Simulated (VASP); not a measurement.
A run of VASP 6.6.1 is set up as follows.

The input INCAR:

```
PREC = Accurate
ENCUT = 520
EDIFF = 1E-6
ISMEAR = 0
SIGMA = 0.02
LREAL = F
LASPH = T
NELM = 150
ALGO = Normal
ISIF = 2
LWAVE = F
LCHARG = F
LMAXMIX = 4
LDAU = T
LDAUTYPE = 2
LDAUL = 2 -1
LDAUU = 4 0
LDAUJ = 0 0
LDAUPRINT = 1
GGA = PE
NBANDS = 33
```

Contents of KPOINTS:

```
Automatic mesh
0
Gamma
  6 6 10
```

File POSCAR:

```
TiO2
1.0
    4.5713932641      0.0000000000      0.0000000000
    0.0000000000      4.5713932641      0.0000000000
    0.0000000000      0.0000000000      3.1413877716
Ti O
2 4
Direct
    0.5000000000      0.5000000000      0.0000000000
    0.0000000000      0.0000000000      0.5000000000
    0.6939593021      0.6939593021      0.5000000000
    0.8060406979      0.1939593021      0.0000000000
    0.1939593021      0.8060406979      0.0000000000
    0.3060406979      0.3060406979      0.5000000000
```

Potentials or basis: VASP PAW PBE potentials, release 64 (Ti_sv, O).

Launch:

```sh
$ cat potpaw_PBE.64/Ti_sv/POTCAR potpaw_PBE.64/O/POTCAR > POTCAR
$ mpirun -np 1 vasp_std > vasp.out
```

(1) Estimate the largest force.

(2) Predict the pressure.

## Answers

(1) 0.063 eV/Å.

(2) -1.1 GPa.

Caveat: the cell differs from its parent crystal (uniaxial strain along c: +4.5 %, then relaxed in part); the stress differs along the axes, from -10 to 4 GPa.
